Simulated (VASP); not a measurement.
# LiNbO3 (R3c) in VASP: further runs

Runs on LiNbO3. Level: PBEsol. Tasks: single point, relaxation of cell and atoms.

All numbers are computed with VASP 6.6.1; they aren't measurements. Logs are shortened: lines on timing, memory, paths and dates and some standing lists are left out, and cuts for length are marked.

## (1) The cell of the first run

The structure is trigonal, space group R3c (No. 161). Conventional cell: a = 5.135 Å, b = 5.135 Å, c = 13.825 Å, α = 90.00°, β = 90.00°, γ = 120.00°. Li (site symmetry 3) has 6 O at 2.05 to 2.24 Å within 2.7 Å. Nb (site symmetry 3) has 6 O at 1.88 to 2.12 Å within 2.5 Å. Within 2.5 Å of O (site symmetry 1) lie 2 Nb at 1.88 to 2.12 Å and 2 Li at 2.05 to 2.24 Å.

## (2) Single point, PBEsol

File INCAR:

```
SYSTEM = LiNbO3
PREC     = Accurate       ! precision mode
ENCUT    = 520            ! plane-wave cutoff, eV
EDIFF    = 1E-6           ! SCF threshold, eV
ISMEAR   = 0              ! smearing method
SIGMA    = 0.02           ! smearing width, eV
LREAL    = .FALSE.        ! projectors in reciprocal space
LASPH    = .TRUE.         ! aspherical terms in the spheres
NELM     = 100            ! most SCF steps
ALGO     = Normal         ! electronic algorithm
ISIF     = 2              ! what is computed and relaxed
LWAVE    = .FALSE.        ! write WAVECAR
LCHARG   = .TRUE.         ! write CHGCAR
GGA      = PS             ! functional
LELF     = .TRUE.         ! ELF
LVHAR    = .TRUE.       
NBANDS   = 45             ! bands
```

File KPOINTS:

```
Automatic mesh
0
G
  6 6 6
  0 0 0
```

File POSCAR:

```
LiNbO3
1.0
    2.5672689895      1.4822134422      4.6084020316
   -2.5672689895      1.4822134422      4.6084020316
    0.0000000000     -2.9644268844      4.6084020316
Li Nb O
2 2 6
Direct
    0.2817360658      0.2817360658      0.2817360658
    0.7817360658      0.7817360658      0.7817360658
   -0.0006682945     -0.0006682945     -0.0006682945
    0.4993317055      0.4993317055      0.4993317055
    0.1102964843      0.3609033618      0.7195473827
    0.7195473827      0.1102964843      0.3609033618
    0.3609033618      0.7195473827      0.1102964843
    0.2195473827      0.8609033618      0.6102964843
    0.8609033618      0.6102964843      0.2195473827
    0.6102964843      0.2195473827      0.8609033618
```

Potentials or basis: VASP PAW PBE potentials, release 64 (Li_sv, Nb_sv, O).

Command:

```sh
$ cat potpaw_PBE.64/Li_sv/POTCAR potpaw_PBE.64/Nb_sv/POTCAR potpaw_PBE.64/O/POTCAR > POTCAR
$ mpirun -np 1 vasp_std > vasp.out
```

OUTCAR:

```text
SYSTEM = LiNbO3
   PREC = Accurate
   ENCUT = 520
   EDIFF = 1E-6
   ISMEAR = 0
   LREAL = .FALSE.
   LASPH = .TRUE.
   NELM = 100
   ISIF = 2
   GGA = PS

 ion  position               nearest neighbor table
   1  0.282  0.282  0.282-   9 2.05  10 2.05   8 2.05   6 2.24   7 2.24   5 2.24
   2  0.782  0.782  0.782-   5 2.05   6 2.05   7 2.05  10 2.24   8 2.24   9 2.24
   3  0.999  0.999  0.999-   7 1.88   6 1.88   5 1.88  10 2.12   8 2.12   9 2.12
   4  0.499  0.499  0.499-   8 1.88  10 1.88   9 1.88   6 2.12   7 2.12   5 2.12
   5  0.110  0.361  0.720-   3 1.88   2 2.05   4 2.12   1 2.24
   6  0.720  0.110  0.361-   3 1.88   2 2.05   4 2.12   1 2.24
   7  0.361  0.720  0.110-   3 1.88   2 2.05   4 2.12   1 2.24
   8  0.220  0.861  0.610-   4 1.88   1 2.05   3 2.12   2 2.24
   9  0.861  0.610  0.220-   4 1.88   1 2.05   3 2.12   2 2.24
  10  0.610  0.220  0.861-   4 1.88   1 2.05   3 2.12   2 2.24

  LATTYP: Found a trigonal (rhomboedric) cell.
 ALAT       =     5.4795251653
 COS(alpha) =     0.5609773834

  Lattice vectors:

 A1 = (   2.5672689895,   1.4822134422,   4.6084020316)
 A2 = (  -2.5672689895,   1.4822134422,   4.6084020316)
 A3 = (   0.0000000000,  -2.9644268844,   4.6084020316)

Analysis of symmetry for initial positions (statically):
=====================================================================
 Subroutine PRICEL returns:
 Original cell was already a primitive cell.

 Routine SETGRP: Setting up the symmetry group for a
 trigonal (rhombohedral) supercell.

 Subroutine GETGRP returns: Found  6 space group operations
 (whereof  3 operations were pure point group operations)
 out of a pool of 12 trial point group operations.

The static configuration has the point symmetry C_3 .
 The point group associated with its full space group is C_3v.

Analysis of symmetry for dynamics (positions and initial velocities):
=====================================================================
 Subroutine PRICEL returns:
 Original cell was already a primitive cell.

 Routine SETGRP: Setting up the symmetry group for a
 trigonal (rhombohedral) supercell.

 Subroutine GETGRP returns: Found  6 space group operations
 (whereof  3 operations were pure point group operations)
 out of a pool of 12 trial point group operations.

The dynamic configuration has the point symmetry C_3 .
 The point group associated with its full space group is C_3v.

 Subroutine INISYM returns: Found  6 space group operations
 (whereof  3 operations are pure point group operations),
 and found     1 'primitive' translations

----------------------------------------------------------------------------------------

                                     Primitive cell

  volume of cell :     105.2165

  direct lattice vectors                    reciprocal lattice vectors
     2.567268990  1.482213442  4.608402032     0.194759490  0.112444444  0.072331652
    -2.567268990  1.482213442  4.608402032    -0.194759490  0.112444444  0.072331652
     0.000000000 -2.964426884  4.608402032     0.000000000 -0.224888888  0.072331652

  length of vectors
     5.479525165  5.479525165  5.479525165     0.236234799  0.236234799  0.236234799

  position of ions in fractional coordinates (direct lattice)
     0.281736066  0.281736066  0.281736066
     0.781736066  0.781736066  0.781736066
     0.999331705  0.999331705  0.999331705
     0.499331705  0.499331705  0.499331705
     0.110296484  0.360903362  0.719547383
     0.719547383  0.110296484  0.360903362
     0.360903362  0.719547383  0.110296484
     0.219547383  0.860903362  0.610296484
     0.860903362  0.610296484  0.219547383
     0.610296484  0.219547383  0.860903362

  ion indices of the primitive-cell ions
   primitive index   ion index
                 1           1
                 2           2
                 3           3
                 4           4
                 5           5
                 6           6
                 7           7
                 8           8
                 9           9
                10          10

----------------------------------------------------------------------------------------

 KPOINTS: Automatic mesh

Automatic generation of k-mesh.
 Grid dimensions read from file:
 generate k-points for:    6    6    6

 Generating k-lattice:

  Cartesian coordinates                     Fractional coordinates (reciprocal lattice)
     0.032459915  0.018740741  0.012055275     0.166666667  0.000000000  0.000000000
    -0.032459915  0.018740741  0.012055275     0.000000000  0.166666667  0.000000000
     0.000000000 -0.037481481  0.012055275     0.000000000  0.000000000  0.166666667

  Length of vectors
     0.039372466  0.039372466  0.039372466

  Shift w.r.t. Gamma in fractional coordinates (k-lattice)
     0.000000000  0.000000000  0.000000000

 Subroutine IBZKPT returns following result:
 ===========================================

 Found     32 irreducible k-points:

 Following reciprocal coordinates:
            Coordinates               Weight
  0.000000  0.000000  0.000000      1.000000
  0.166667  0.000000 -0.000000      6.000000
  0.333333  0.000000 -0.000000      6.000000
  0.500000  0.000000  0.000000      3.000000
  0.166667  0.166667  0.000000      6.000000
  0.333333  0.166667  0.000000     12.000000
[... 16 lines left out ...]
  0.500000  0.500000  0.166667      6.000000
 -0.333333  0.500000  0.166667     12.000000
 [... further k-points ...]
   k-points           NKPTS =     32   k-points in BZ     NKDIM =     32   number of bands    NBANDS=     45
   number of dos      NEDOS =    301   number of ions     NIONS =     10
   total plane-waves  NPLWV =  74088
   dimension x,y,z NGX =    42 NGY =   42 NGZ =   42
   dimension x,y,z NGXF=    84 NGYF=   84 NGZF=   84
   ions per type =               2   2   6
   NGX,Y,Z   is equivalent  to a cutoff of  12.74, 12.74, 12.74 a.u.
   NGXF,Y,Z  is equivalent  to a cutoff of  25.49, 25.49, 25.49 a.u.
 SYSTEM =  LiNbO3
   PREC   = accura    normal or accurate (medium, high low for compatibility)
   ISTART =      0    job   : 0-new  1-cont  2-samecut
   ICHARG =      2    charge: 1-file 2-atom 10-const
   ISPIN  =      1    spin polarized calculation?
   LNONCOLLINEAR =      F non collinear calculations
   LSORBIT =      F    spin-orbit coupling
   LASPH  =      T    aspherical Exc in radial PAW
   ENCUT  =  520.0 eV  38.22 Ry    6.18 a.u.  10.19 10.19 10.19*2*pi/ulx,y,z
   NELM   =    100;   NELMIN=  2; NELMDL= -5     # of ELM steps
   EDIFF  = 0.1E-05   stopping-criterion for ELM
   LREAL  =      F    real-space projection
   EDIFFG = 0.1E-04   stopping-criterion for IOM
   NSW    =      0    number of steps for IOM
   IBRION =     -1    ionic relax: 0-MD 1-quasi-New 2-CG
   NFREE  =      0    steps in history (QN), initial steepest desc. (CG)
   ISIF   =      2    stress and relaxation
   ISYM   =      2    0-nonsym 1-usesym 2-fastsym
   POTIM  = 0.5000    time-step for ionic-motion
   TEBEG  =    0.0;   TEEND  =   0.0 temperature during run
   PSTRESS=    0.0 pullay stress
   NELECT =      68.0000    total number of electrons
   NUPDOWN=      -1.0000    fix difference up-down
   EMIN   =  10.00;   EMAX   =-10.00  energy-range for DOS
   EFERMI =   0.00;   METHOD = LEGACY
   ISMEAR =     0;   SIGMA  =   0.02  broadening in eV -4-tet -1-fermi 0-gaus
   EFERMI_NEDOS =   21; number of points for ismear=-14 and -15
   IALGO  =     38    algorithm
   IMIX   =      4    mixing-type and parameters
     AMIX     =   0.40;   BMIX     =  1.00
     AMIX_MAG =   1.60;   BMIX_MAG =  1.00
  volume/ion in A,a.u.               =      10.52        71.00
  Fermi-wavevector in a.u.,A,eV,Ry     =   1.415413  2.674743 27.257835  2.003394
  Thomas-Fermi vector in A             =   2.536854
   LORBIT       =      0    0 simple, 1 ext, 2 COOP (PROOUT), +10 PAW based schemes
   GGA     = PS    functional components
   LHFCALC =     F    Hartree Fock is set to
   AEXX    =    0.0000 exact exchange contribution
   IVDW    =     0    specifies the selected vdW correction
   LEPSILON=     F    determine dielectric tensor
   LRPA    =     F    only Hartree local field effects (RPA)
 non-spin polarized calculation
 Gauss-broadening in eV      SIGMA  =   0.02
  energy-cutoff  :      520.00
  volume of cell :      105.22
 maximum number of plane-waves:      2858
 NGX is ok and might be reduce to    42
   NGX = 21   NGY = 21   NGZ = 21

 number of electron      67.9999996 magnetization

 Free energy of the ion-electron system (eV)
  ---------------------------------------------------
  ext. energy  EPLUGINS =         0.00000000
  ---------------------------------------------------
  free energy    TOTEN  =       -83.44692750 eV

  energy without entropy =      -83.44692750  energy(sigma->0) =      -83.44692750

 E-fermi :   3.7578     XC(G=0): -11.1009

 val. band max:        3.5292078779   @ k =   0.1667   0.1667   0.1667
 cond. band min:       7.0392319783   @ k =   0.0000   0.0000   0.0000
 fundamental gap:      3.5100241004
 Fermi energy:         3.7578023628

 k-point     1 :       0.0000    0.0000    0.0000
  band No.  band energies     occupation
      1     -50.5071      2.00000
      2     -50.4907      2.00000
      3     -38.2916      2.00000
      4     -38.2888      2.00000
      5     -26.8648      2.00000
      6     -26.8648      2.00000
[... 37 lines left out ...]
     44      13.6039      0.00000
     45      13.6925      0.00000

 k-point     2 :       0.1667    0.0000   -0.0000
  band No.  band energies     occupation
      1     -50.5059      2.00000
      2     -50.4917      2.00000
      3     -38.2915      2.00000
      4     -38.2889      2.00000
      5     -26.8557      2.00000
      6     -26.8542      2.00000
[... 1048 lines left out ...]
 k-point    24 :      -0.3333    0.5000    0.1667
  band No.  band energies     occupation
      1     -50.5002      2.00000
      2     -50.4974      2.00000
      3     -38.2906      2.00000
      4     -38.2900      2.00000
      5     -26.8683      2.00000
      6     -26.8664      2.00000
[... 37 lines left out ...]
     44      13.1323      0.00000
     45      13.9469      0.00000

 [... further k-points ...]

------------------------ aborting loop because EDIFF is reached ----------------------------------------

  FORCE on cell =-STRESS in cart. coord.  units (eV):
  Direction    XX          YY          ZZ          XY          YZ          ZX
  --------------------------------------------------------------------------------------
  -------------------------------------------------------------------------------------
  Total       -0.1582940     -0.1582940     -0.1854242      0.0000000     -0.0000000      0.0000000
  in kB       -2.4104117     -2.4104117     -2.8235363      0.0000000     -0.0000000      0.0000000
  external PRESSURE =      -2.5481199 kB  Pullay stress =       0.0000000 kB

 VOLUME and BASIS-vectors are now :
 -----------------------------------------------------------------------------
  energy-cutoff  :      520.00
  volume of cell :      105.22
      direct lattice vectors                 reciprocal lattice vectors
     2.567268990  1.482213442  4.608402032     0.194759490  0.112444444  0.072331652
    -2.567268990  1.482213442  4.608402032    -0.194759490  0.112444444  0.072331652
     0.000000000 -2.964426884  4.608402032     0.000000000 -0.224888888  0.072331652

 POSITION                                       TOTAL-FORCE (eV/Angst)
 -----------------------------------------------------------------------------------
      0.00000      0.00000      3.89506         0.000000      0.000000      0.001819
      0.00000      0.00000     10.80766         0.000000      0.000000      0.001819
      0.00000      0.00000     13.81597         0.000000      0.000000     -0.036047
      0.00000      0.00000      6.90336         0.000000      0.000000     -0.036047
     -0.64338     -1.43463      5.48744         0.010029      0.007388      0.011410
      1.56411      0.16013      5.48744        -0.011413      0.004991      0.011410
     -0.92074      1.27449      5.48744         0.001384     -0.012379      0.011410
     -1.64653     -0.20772      7.79164        -0.001384     -0.012379      0.011410
      0.64338      1.52980      7.79164        -0.010029      0.007388      0.011410
      1.00316     -1.32208      7.79164         0.011413      0.004991      0.011410
 -----------------------------------------------------------------------------------
    total drift:                               -0.000000     -0.000000      0.000162

  FREE ENERGIE OF THE ION-ELECTRON SYSTEM (eV)
  ---------------------------------------------------
  free  energy   TOTEN  =       -83.4469275031 eV

  energy  without entropy=      -83.4469275031  energy(sigma->0) =      -83.44692750
```

It took 6 min on 1 thread of Oxide Virtual Turin-like, shared host; peak memory 0.28 GiB.

What came out:

```
Free energy            : -83.4469 eV
Largest force          : 0.036 eV/Å
Band gap on the k mesh : 3.51 eV, indirect (least direct gap 3.52 eV)
```

Forces in eV/Å, atoms in the order of the input:
```
Li   0.000  0.000  0.002
Li   0.000  0.000  0.002
Nb   0.000  0.000 -0.036
Nb   0.000  0.000 -0.036
O    0.010  0.007  0.011
O   -0.011  0.005  0.011
O    0.001 -0.012  0.011
O   -0.001 -0.012  0.011
O   -0.010  0.007  0.011
O    0.011  0.005  0.011
```

Levels at points of the mesh, in eV from the valence-band top:
```
           k point  band 30  band 31  band 32  band 33  band 34  band 35  band 36  band 37  band 38  band 39
(0.00, 0.00, 0.00)    -0.67    -0.67    -0.50    -0.01    -0.01     3.51     3.51     3.96     5.14     5.14
(0.50, 0.00, 0.00)    -0.44    -0.30    -0.30    -0.22    -0.22     3.87     3.87     4.70     4.70     4.92
(0.50, 0.50, 0.00)    -0.97    -0.70    -0.67    -0.47    -0.20     3.59     4.10     4.60     4.61     5.26
(0.50, 0.50, 0.50)    -0.64    -0.32    -0.32    -0.32    -0.32     4.62     4.62     4.84     4.84     4.84
```

Caveat: the cutoff is under 1.25 times the usual one of these potentials, so pressure, stress and relaxed cells hold a basis-set (Pulay) error; the PAW data sets were made with another functional, which shifts forces and pressure a little.

## (3) Relaxation of cell and atoms, PBEsol

This run uses another cell than the first one, of 10.63 Å³/atom, 1.010 times its volume.

File INCAR:

```
PREC = Accurate ; ENCUT = 600
EDIFF = 1E-6 ; ISMEAR = 0
SIGMA = 0.02 ; LREAL = F
LASPH = T ; NELM = 60
ALGO = Normal ; ISIF = 3
LWAVE = F ; LCHARG = F
GGA = PS ; IBRION = 2
NSW = 100 ; EDIFFG = -0.005
```

File KPOINTS:

```
regular mesh
0
Gamma
  6 6 6
```

File POSCAR:

```
LiNbO3
1.0
    2.5758000000      1.4871388234      4.6230000000
   -2.5758000000      1.4871388234      4.6230000000
    0.0000000000     -2.9742776468      4.6230000000
Li Nb O
2 2 6
Direct
    0.2815000000      0.2815000000      0.2815000000
    0.7815000000      0.7815000000      0.7815000000
    0.0000550000      0.0000550000      0.0000550000
    0.5000550000      0.5000550000      0.5000550000
    0.1123100000      0.3583600000      0.7195900000
    0.7195900000      0.1123100000      0.3583600000
    0.3583600000      0.7195900000      0.1123100000
    0.2195900000      0.8583600000      0.6123100000
    0.8583600000      0.6123100000      0.2195900000
    0.6123100000      0.2195900000      0.8583600000
```

Potentials or basis: VASP PAW PBE potentials, release 64 (Li_sv, Nb_sv, O).

Command:

```sh
$ cat potpaw_PBE.64/Li_sv/POTCAR potpaw_PBE.64/Nb_sv/POTCAR potpaw_PBE.64/O/POTCAR > POTCAR
$ mpirun -np 1 vasp_std > vasp.out
```

Wall time 39 min (1 thread of Oxide Virtual Turin-like, shared host); peak memory 0.37 GiB.

Results (log left out):

| Property | Result |
| --- | --- |
| Free energy | -83.4663 eV |
| Relaxed volume | 10.49 Å³/atom |
| Relaxed cell | a = 5.473 Å, b = 5.473 Å, c = 5.473 Å, α = 55.89°, β = 55.89°, γ = 55.89° |
| Space group after relaxing (to 0.05 Å) | R3c (No. 161) |
| Energy gained by relaxing | 0.9 meV/atom |
| Ionic steps | 13 |
| Pressure after relaxing | 0.0 GPa |
| Largest force after relaxing | 0.003 eV/Å |
| Band gap on the k mesh | 3.49 eV, indirect (least direct gap 3.50 eV) |

Forces in eV/Å, atoms in the order of the input:
```
Li   0.000  0.000  0.002
Li   0.000  0.000  0.002
Nb   0.000  0.000  0.003
Nb   0.000  0.000  0.003
O    0.000  0.000 -0.002
O    0.000  0.000 -0.002
O    0.000  0.000 -0.002
O    0.000  0.000 -0.002
O    0.000  0.000 -0.002
O    0.000  0.000 -0.002
```

The path:
```csv
step,energy change (eV),largest force (eV/Å),pressure (GPa),volume (Å³)
1,0.0000,0.1566,-1.17,106.25
2,-0.0054,0.1234,0.73,105.06
3,-0.0055,0.1277,0.48,105.21
4,-0.0072,0.0701,-0.21,105.08
5,-0.0076,0.0452,-0.01,105.12
6,-0.0080,0.0313,-0.05,105.10
7,-0.0085,0.0132,-0.14,105.04
8,-0.0086,0.0279,0.20,104.84
9,-0.0086,0.0227,0.10,104.90
10,-0.0087,0.0067,0.01,104.87
11,-0.0087,0.0082,-0.01,104.86
12,-0.0087,0.0080,0.00,104.86
13,-0.0088,0.0033,-0.01,104.86
```

Final structure:
```yaml
crystal:
  lattice:
    - [2.56459, 1.48067, 4.60248]
    - [-2.56459, 1.48067, 4.60248]
    - [0.00000, -2.96134, 4.60248]
  atoms:
    - { symbol: Li, position: [0.28162, 0.28162, 0.28162] }
    - { symbol: Li, position: [0.78162, 0.78162, 0.78162] }
    - { symbol: Nb, position: [0.99907, 0.99907, 0.99907] }
    - { symbol: Nb, position: [0.49907, 0.49907, 0.49907] }
    - { symbol: O, position: [0.11031, 0.36126, 0.71955] }
    - { symbol: O, position: [0.71955, 0.11031, 0.36126] }
    - { symbol: O, position: [0.36126, 0.71955, 0.11031] }
    - { symbol: O, position: [0.21955, 0.86126, 0.61031] }
    - { symbol: O, position: [0.86126, 0.61031, 0.21955] }
    - { symbol: O, position: [0.61031, 0.21955, 0.86126] }
```

Levels at points of the mesh, in eV from the valence-band top:
```tsv
k point	band 30	band 31	band 32	band 33	band 34	band 35	band 36	band 37	band 38	band 39
(0.00, 0.00, 0.00)	-0.66	-0.66	-0.50	-0.01	-0.01	3.49	3.49	3.93	5.14	5.14
(0.50, 0.00, 0.00)	-0.44	-0.30	-0.30	-0.22	-0.22	3.88	3.88	4.70	4.70	4.92
(0.50, 0.50, 0.00)	-0.97	-0.70	-0.67	-0.46	-0.21	3.57	4.09	4.59	4.61	5.27
(0.50, 0.50, 0.50)	-0.64	-0.31	-0.31	-0.31	-0.31	4.62	4.62	4.84	4.84	4.84
```

Caveat: the cutoff is under 1.25 times the usual one of these potentials, so pressure, stress and relaxed cells hold a basis-set (Pulay) error; the PAW data sets were made with another functional, which shifts forces and pressure a little.
